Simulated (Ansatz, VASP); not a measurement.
**Ga in VASP and in Ansatz**

INCAR

```
  ALGO = Fast
  EDIFF = 1E-6
  ENCUT = 520
  GGA = PE
  ISIF = 2
  ISMEAR = 0
  LASPH = True
  LCHARG = False
  LREAL = False
  LWAVE = False
  NBANDS = 12
  NELM = 100
  PREC = Accurate
  SIGMA = 0.05
```

Contents of KPOINTS:

```
k-points
0
Gamma
  16 16 16
```

The input POSCAR:

```
Ga
1.0
    2.7506777933      0.0000000000      0.0000000000
    0.0000000000      2.7506777933      0.0000000000
   -1.3753388966     -1.3753388966      2.1834974363
Ga
1
Direct
    0.0000000000      0.0000000000      0.0000000000
```

Input for Ansatz:

```yaml
crystal:
  lattice:
    - [2.7506777933, 0.0, 0.0]
    - [0.0, 2.7506777933, 0.0]
    - [-1.3753388966, -1.3753388966, 2.1834974363]
  atoms:
    - { symbol: Ga, position: [0.0, 0.0, 0.0] }
basis:
  ecutwfc: 420
  fft_grid_basis: typed
kpoints:
  mp_grid: { grid: [16, 16, 16] }
hamiltonian:
  xc: pbe
  pseudopotentials: { kind: paw }
scf:
  occupations: { method: gaussian, width: 0.05 }
output:
  forces: true
  stress: true
  eigenvalues: true
  bader: true
  write_density: true
  volumetric_format: npy
  elf: true
```

Alike in both runs: task single point; functional PBE; k mesh 16 × 16 × 16; occupations gaussian, width 0.05 eV; no spin polarisation.

|  | VASP | Ansatz |
| --- | --- | --- |
| version | VASP 6.6.1 | Ansatz 0.2.0 |
| potentials or method | VASP PAW PBE potentials, release 64 (Ga_d), cutoff 520 eV | scalar-relativistic, plane waves, PAW |
| valence electrons in the cell | 13 | 13 |

|  | VASP | Ansatz | Ansatz less VASP |
| --- | --- | --- | --- |
| gap on the k mesh at the Fermi level (eV) | none | none | - |
| pressure (GPa) | 9.5 | 9.3 | -0.17 |
| traceless stress, the component that is largest in VASP (GPa) | -0.98 | -0.95 | +0.034 |

A gap of «none» marks a metal or a gap that the smearing closes.
